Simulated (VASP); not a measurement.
A run of VASP 6.6.1 is set up as follows.

The input POSCAR:

```
NaH
1.0
    3.3191587684      0.0000000000      0.0000000000
   -1.6595793842      2.8744758126      0.0000000000
    0.0000000000      0.0000000000      5.8309537807
Na H
2 2
Direct
    0.0000000000      0.0000000000      0.0000000000
    0.0000000000      0.0000000000      0.5000000000
    0.3333333333      0.6666666667      0.2500000000
    0.6666666667      0.3333333333      0.7500000000
```

Contents of INCAR.step1:

```
SYSTEM = NaH
ALGO = Normal ; EDIFF = 1E-8
ENCUT = 500 ; GGA = PE
ISMEAR = 0 ; LASPH = .True.
LCHARG = .False. ; LREAL = .False.
LWAVE = .True. ; NELM = 60
PREC = Accurate ; SIGMA = 0.01
```

File INCAR.step2:

```
SYSTEM = NaH
ALGO = Exact ; EDIFF = 1E-8
ENCUT = 500 ; GGA = PE
ISMEAR = 0 ; ISTART = 1
LASPH = .True. ; LCHARG = .False.
LOPTICS = .True. ; LREAL = .False.
LWAVE = .True. ; NBANDS = 100
NELM = 1 ; PREC = Accurate
SIGMA = 0.01
```

File INCAR.step3:

```
SYSTEM = NaH
ALGO = EVGW0 ; EDIFF = 1E-8
ENCUT = 500 ; ENCUTGW = 80.0
GGA = PE ; ISMEAR = 0
ISTART = 1 ; LASPH = .True.
LCHARG = .False. ; LREAL = .False.
LWAVE = .False. ; NBANDS = 100
NBANDSGW = 18 ; NELMGW = 1
NOMEGA = 96 ; OMEGAMAX = 20
PREC = Accurate ; PRECFOCK = Fast
SIGMA = 0.01
```

The input KPOINTS:

```
k-points
0
Gamma
  6 6 4
  0 0 0
```

Potentials or basis: VASP PAW PBE potentials, release 64 (Na_sv_GW, H_GW).

Command:

```console
$ cat potpaw_PBE.64/Na_sv_GW/POTCAR potpaw_PBE.64/H_GW/POTCAR > POTCAR
$ cp INCAR.step1 INCAR
$ mpirun -np 1 vasp_std > vasp.out
$ cp INCAR.step2 INCAR
$ mpirun -np 1 vasp_std > vasp.out
$ cp INCAR.step3 INCAR
$ mpirun -np 1 vasp_std > vasp.out
```

Problem. What does it give for the quasiparticle gap?

Solution. 5.61 eV.

Problem. Estimate the least direct quasiparticle gap.

Solution. 6.63 eV.

Problem. Predict the band gap of the starting levels on the mesh.

Solution. 3.45 eV.

Problem. Predict the least direct gap of the starting levels on the mesh.

Solution. 4.51 eV.

Caveat: the k points lie up to 0.36 Å⁻¹ apart; bands, screening cutoff and mesh are small and nothing is extrapolated, so the quasiparticle values aren't converged.
